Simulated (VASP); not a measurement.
# Hf (P6_3/mmc) in VASP: further runs

Runs on Hf. Level: PBEsol. Tasks: relaxation of shape and atoms at fixed volume.

Everything below comes from runs of VASP 6.6.1. Logs are shortened: lines on timing, memory, paths and dates and some standing lists are left out, and cuts for length are marked.

**1. The cell of the first run**

The structure is hexagonal, space group P6_3/mmc (No. 194). Conventional cell: a = 3.071 Å, b = 3.071 Å, c = 4.868 Å, α = 90.00°, β = 90.00°, γ = 120.00°. Hf (site symmetry -6m2) has 12 Hf at 3.01 to 3.07 Å within 4.0 Å.

**2. Relaxation of shape and atoms at fixed volume, PBEsol (19.87 Å³/atom)**

Input file INCAR:

```
ALGO = Fast
EDIFF = 1E-7
EDIFFG = -0.01
ENCUT = 600
GGA = PS
IBRION = 2
ISIF = 4
ISMEAR = 0
LASPH = T
LCHARG = F
LREAL = F
LWAVE = F
NELM = 60
NSW = 60
PREC = Accurate
SIGMA = 0.05
```

Input file KPOINTS:

```
k-points
0
Gamma
  16 16 10
```

Input file POSCAR:

```
Hf
1.0
    3.0705400114      0.0000000000      0.0000000000
   -1.5352700057      2.6591656532      0.0000000000
    0.0000000000      0.0000000000      4.8681680135
Hf
2
Direct
    0.3333333333      0.6666666667      0.2500000000
    0.6666666667      0.3333333333      0.7500000000
```

Potentials or basis: VASP PAW PBE potentials, release 64 (Hf_pv).

Launch:

```
> cat potpaw_PBE.64/Hf_pv/POTCAR > POTCAR
> mpirun -np 1 vasp_std > vasp.out
```

OUTCAR:

```text
EDIFF = 1E-7
   EDIFFG = -0.01
   ENCUT = 600
   GGA = PS
   IBRION = 2
   ISIF = 4
   ISMEAR = 0
   LASPH = T
   LREAL = F
   NELM = 60
   NSW = 60
   PREC = Accurate

 ion  position               nearest neighbor table
   1  0.333  0.667  0.250-   2 3.01   2 3.01   2 3.01   2 3.01   2 3.01   2 3.01
   2  0.667  0.333  0.750-   1 3.01   1 3.01   1 3.01   1 3.01   1 3.01   1 3.01

  LATTYP: Found a hexagonal cell.
 ALAT       =     3.0705400114
 C/A-ratio  =     1.5854436013

  Lattice vectors:

 A1 = (   3.0705400114,   0.0000000000,   0.0000000000)
 A2 = (  -1.5352700057,   2.6591656532,   0.0000000000)
 A3 = (   0.0000000000,   0.0000000000,   4.8681680135)

Analysis of symmetry for initial positions (statically):
=====================================================================
 Subroutine PRICEL returns:
 Original cell was already a primitive cell.

 Routine SETGRP: Setting up the symmetry group for a
 hexagonal supercell.

 Subroutine GETGRP returns: Found 24 space group operations
 (whereof 12 operations were pure point group operations)
 out of a pool of 24 trial point group operations.

The static configuration has the point symmetry D_3d.
 The point group associated with its full space group is D_6h.

Analysis of symmetry for dynamics (positions and initial velocities):
=====================================================================
 Subroutine PRICEL returns:
 Original cell was already a primitive cell.

 Routine SETGRP: Setting up the symmetry group for a
 hexagonal supercell.

 Subroutine GETGRP returns: Found 24 space group operations
 (whereof 12 operations were pure point group operations)
 out of a pool of 24 trial point group operations.

The dynamic configuration has the point symmetry D_3d.
 The point group associated with its full space group is D_6h.

 Subroutine INISYM returns: Found 24 space group operations
 (whereof 12 operations are pure point group operations),
 and found     1 'primitive' translations

----------------------------------------------------------------------------------------

                                     Primitive cell

  volume of cell :      39.7490

  direct lattice vectors                    reciprocal lattice vectors
     3.070540011  0.000000000  0.000000000     0.325675613  0.188028903  0.000000000
    -1.535270006  2.659165653  0.000000000     0.000000000  0.376057805  0.000000000
     0.000000000  0.000000000  4.868168014     0.000000000  0.000000000  0.205416082

  length of vectors
     3.070540011  3.070540011  4.868168014     0.376057805  0.376057805  0.205416082

  position of ions in fractional coordinates (direct lattice)
     0.333333333  0.666666667  0.250000000
     0.666666667  0.333333333  0.750000000

  ion indices of the primitive-cell ions
   primitive index   ion index
                 1           1
                 2           2

----------------------------------------------------------------------------------------

 KPOINTS: k-points

Automatic generation of k-mesh.
 Grid dimensions read from file:
 generate k-points for:   16   16   10

 Generating k-lattice:

  Cartesian coordinates                     Fractional coordinates (reciprocal lattice)
     0.020354726  0.011751806  0.000000000     0.062500000  0.000000000  0.000000000
     0.000000000  0.023503613  0.000000000     0.000000000  0.062500000  0.000000000
     0.000000000  0.000000000  0.020541608     0.000000000  0.000000000  0.100000000

  Length of vectors
     0.023503613  0.023503613  0.020541608

  Shift w.r.t. Gamma in fractional coordinates (k-lattice)
     0.000000000  0.000000000  0.000000000

 Subroutine IBZKPT returns following result:
 ===========================================

 Found    180 irreducible k-points:
[... 56 lines left out ...]
   PSTRESS=    0.0 pullay stress
   NELECT =      20.0000    total number of electrons
   NUPDOWN=      -1.0000    fix difference up-down
   EMIN   =  10.00;   EMAX   =-10.00  energy-range for DOS
   EFERMI =   0.00;   METHOD = LEGACY
   ISMEAR =     0;   SIGMA  =   0.05  broadening in eV -4-tet -1-fermi 0-gaus
   EFERMI_NEDOS =   21; number of points for ismear=-14 and -15
   IALGO  =     68    algorithm
   IMIX   =      4    mixing-type and parameters
     AMIX     =   0.40;   BMIX     =  1.00
     AMIX_MAG =   1.60;   BMIX_MAG =  1.00
  volume/ion in A,a.u.               =      19.87       134.12
  Fermi-wavevector in a.u.,A,eV,Ry     =   1.302096  2.460604 23.068044  1.695453
  Thomas-Fermi vector in A             =   2.433186
   LORBIT       =      0    0 simple, 1 ext, 2 COOP (PROOUT), +10 PAW based schemes
   GGA     = PS    functional components
   LHFCALC =     F    Hartree Fock is set to
   AEXX    =    0.0000 exact exchange contribution
   IVDW    =     0    specifies the selected vdW correction
   LEPSILON=     F    determine dielectric tensor
   LRPA    =     F    only Hartree local field effects (RPA)
 conjugate gradient relaxation of ions
 non-spin polarized calculation
 RMM-DIIS sequential band-by-band and
 Gauss-broadening in eV      SIGMA  =   0.05
  energy-cutoff  :      600.00
  volume of cell :       39.75
 maximum number of plane-waves:      1342
 NGX is ok and might be reduce to    28
   NGX = 13   NGY = 13   NGZ = 19

--------------------------------------- Ionic step        1  -------------------------------------------

 number of electron      20.0000002 magnetization

 Free energy of the ion-electron system (eV)
  ---------------------------------------------------
  ext. energy  EPLUGINS =         0.00000000
  ---------------------------------------------------
  free energy    TOTEN  =       -20.90516014 eV

  energy without entropy =      -20.90357825  energy(sigma->0) =      -20.90436920

------------------------ aborting loop because EDIFF is reached ----------------------------------------

  FORCE on cell =-STRESS in cart. coord.  units (eV):
  Direction    XX          YY          ZZ          XY          YZ          ZX
  --------------------------------------------------------------------------------------
  -------------------------------------------------------------------------------------
  Total        2.5814196      2.5814196      2.6556654      0.0000000      0.0000000      0.0000000
  in kB      104.0503316    104.0503316    107.0429885      0.0000000      0.0000000      0.0000000
  external PRESSURE =     105.0478839 kB  Pullay stress =       0.0000000 kB

 VOLUME and BASIS-vectors are now :
 -----------------------------------------------------------------------------
  energy-cutoff  :      600.00
  volume of cell :       39.75
      direct lattice vectors                 reciprocal lattice vectors
     3.070540011  0.000000000  0.000000000     0.325675613  0.188028903  0.000000000
    -1.535270006  2.659165653  0.000000000     0.000000000  0.376057805  0.000000000
     0.000000000  0.000000000  4.868168014     0.000000000  0.000000000  0.205416082

 POSITION                                       TOTAL-FORCE (eV/Angst)
 -----------------------------------------------------------------------------------
     -0.00000      1.77278      1.21704        -0.000000      0.000000      0.000000
      1.53527      0.88639      3.65113         0.000000     -0.000000      0.000000
 -----------------------------------------------------------------------------------
    total drift:                               -0.000000      0.000000     -0.000000

  FREE ENERGIE OF THE ION-ELECTRON SYSTEM (eV)
  ---------------------------------------------------
  free  energy   TOTEN  =       -20.9051601393 eV

  energy  without entropy=      -20.9035782512  energy(sigma->0) =      -20.90436920

--------------------------------------- Ionic step        2  -------------------------------------------

 number of electron      20.0000002 magnetization

 Free energy of the ion-electron system (eV)
  ---------------------------------------------------
  ext. energy  EPLUGINS =         0.00000000
  ---------------------------------------------------
  free energy    TOTEN  =       -20.90520636 eV

  energy without entropy =      -20.90364895  energy(sigma->0) =      -20.90442766

 E-fermi :   5.6261     XC(G=0): -11.9446

 val. band max:        5.6227514869   @ k =   0.3750   0.2500   0.3000
 cond. band min:       5.6310595222   @ k =   0.2500   0.1875   0.5000
 fundamental gap:      0.0083080353
 Fermi energy:         5.6260830751

 k-point     1 :       0.0000    0.0000    0.0000
  band No.  band energies     occupation
      1     -25.3879      2.00000
      2     -24.2909      2.00000
      3     -24.2909      2.00000
      4     -24.1111      2.00000
      5     -24.1092      2.00000
      6     -24.1092      2.00000
      7      -2.1731      2.00000
      8       1.4946      2.00000
      9       6.7290      0.00000
     10       6.7959      0.00000
     11       6.7959      0.00000
     12       7.0721      0.00000
     13       7.7457      0.00000
     14       7.7457      0.00000
[... 377 lines left out ...]
      1     -24.9449      2.00000
      2     -24.9335      2.00000
      3     -24.8465      2.00000
      4     -24.5518      2.00000
      5     -24.3575      2.00000
      6     -24.3538      2.00000
      7       1.7115      2.00000
      8       3.4665      2.00000
      9       3.6953      2.00000
     10       4.2423      2.00000
     11       5.9683      0.00000
     12       6.6606      0.00000
     13       7.0229      0.00000
     14       9.7648      0.00000

 [... further k-points ...]
[... 5 lines left out ...]
  --------------------------------------------------------------------------------------
  -------------------------------------------------------------------------------------
  Total        2.6007043      2.6007043      2.6027812      0.0000000      0.0000000      0.0000000
  in kB      104.8276486    104.8276486    104.9113651      0.0000000      0.0000000      0.0000000
  external PRESSURE =     104.8555541 kB  Pullay stress =       0.0000000 kB

 VOLUME and BASIS-vectors are now :
 -----------------------------------------------------------------------------
  energy-cutoff  :      600.00
  volume of cell :       39.75
      direct lattice vectors                 reciprocal lattice vectors
     3.068708086 -0.000000000  0.000000000     0.325870031  0.188141150 -0.000000000
    -1.534354043  2.657579160 -0.000000000     0.000000000  0.376282301 -0.000000000
     0.000000000  0.000000000  4.873982044    -0.000000000  0.000000000  0.205171047

 POSITION                                       TOTAL-FORCE (eV/Angst)
 -----------------------------------------------------------------------------------
     -0.00000      1.77172      1.21850         0.000000     -0.000000      0.000000
      1.53435      0.88586      3.65549        -0.000000      0.000000      0.000000
 -----------------------------------------------------------------------------------
    total drift:                               -0.000000      0.000000     -0.000000

  FREE ENERGIE OF THE ION-ELECTRON SYSTEM (eV)
  ---------------------------------------------------
  free  energy   TOTEN  =       -20.9052063630 eV

  energy  without entropy=      -20.9036489543  energy(sigma->0) =      -20.90442766

 reached required accuracy - stopping structural energy minimisation
```

It took 87 s on 1 thread of Intel Xeon 6975P-C (Granite Rapids), shared host; peak memory 0.26 GiB.

What came out:

- Free energy: -20.9052 eV
- Energy gained by relaxing: 0.0 meV/atom
- Ionic steps: 2
- Pressure after relaxing: 10.5 GPa
- Band gap on the k mesh: zero (bands 10 and 11 overlap by 1.64 eV)

Final structure:
```xyz
2
Lattice="3.0687 0.0000 0.0000 -1.5344 2.6576 0.0000 0.0000 0.0000 4.8740" Properties=species:S:1:pos:R:3 pbc="T T T"
Hf    0.0000    1.7717    1.2185
Hf    1.5344    0.8859    3.6555
```

Caveat: the PAW data sets were made with another functional, which shifts forces and pressure a little; spin-orbit coupling is left out, which moves the levels of the heavy elements.

**3. Relaxation of shape and atoms at fixed volume, PBEsol (16.42 Å³/atom)**

This run uses another cell than the first one, of 16.42 Å³/atom.

Input file INCAR:

```
  ALGO = Fast
  EDIFF = 1E-7
  EDIFFG = -0.01
  ENCUT = 600
  GGA = PS
  IBRION = 2
  ISIF = 4
  ISMEAR = 0
  LASPH = T
  LCHARG = F
  LREAL = F
  LWAVE = F
  NELM = 80
  NSW = 60
  PREC = Accurate
  SIGMA = 0.05
```

Input file KPOINTS:

```
k-points
0
Gamma
  18 18 10
```

Input file POSCAR:

```
Hf
1.0
    2.8669826150      0.0000000000      0.0000000000
   -1.4334913075      2.4828797768      0.0000000000
    0.0000000000      0.0000000000      4.6128648050
Hf
2
Direct
    0.3333333333      0.6666666667      0.2500000000
    0.6666666667      0.3333333333      0.7500000000
```

Potentials or basis: VASP PAW PBE potentials, release 64 (Hf_pv).

Launch:

```
> cat potpaw_PBE.64/Hf_pv/POTCAR > POTCAR
> mpirun -np 1 vasp_std > vasp.out
```

Wall time 66 s (1 thread of Intel Xeon 6975P-C (Granite Rapids), shared host); peak memory 0.25 GiB.

Results (log left out):

```yaml
Free_energy: -19.7298 eV
Energy_gained_by_relaxing: 0.3 meV/atom
Ionic_steps: 2
Pressure_after_relaxing: 48.4 GPa
Band_gap_on_the_k_mesh: zero (bands 10 and 11 overlap by 1.61 eV)
```

The path:
```tsv
step	energy change (eV)	largest force (eV/Å)	pressure (GPa)	volume (Å³)
1	0.0000	0.0000	48.56	32.84
2	-0.0006	0.0000	48.41	32.84
```

Final structure:
```xyz
2
Lattice="2.8606 0.0000 0.0000 -1.4303 2.4774 0.0000 0.0000 0.0000 4.6334" Properties=species:S:1:pos:R:3 pbc="T T T"
Hf    0.0000    1.6516    1.1583
Hf    1.4303    0.8258    3.4750
```

Levels at points of the mesh, in eV from the Fermi level:
```csv
k point,band 8,band 9,band 10,band 11,band 12,band 13
"(0.00, 0.00, 0.00)",-4.84,1.18,1.18,1.22,2.08,2.32
"(0.50, 0.00, 0.00)",-3.92,-3.46,0.25,0.77,1.17,2.21
"(0.00, 0.00, 0.50)",-5.79,-0.06,-0.06,1.09,1.09,1.09
"(0.50, 0.00, 0.50)",-4.60,-1.87,-1.87,2.78,2.78,3.47
```

Caveat: the PAW data sets were made with another functional, which shifts forces and pressure a little; spin-orbit coupling is left out, which moves the levels of the heavy elements.

[end of part 1 of 2]
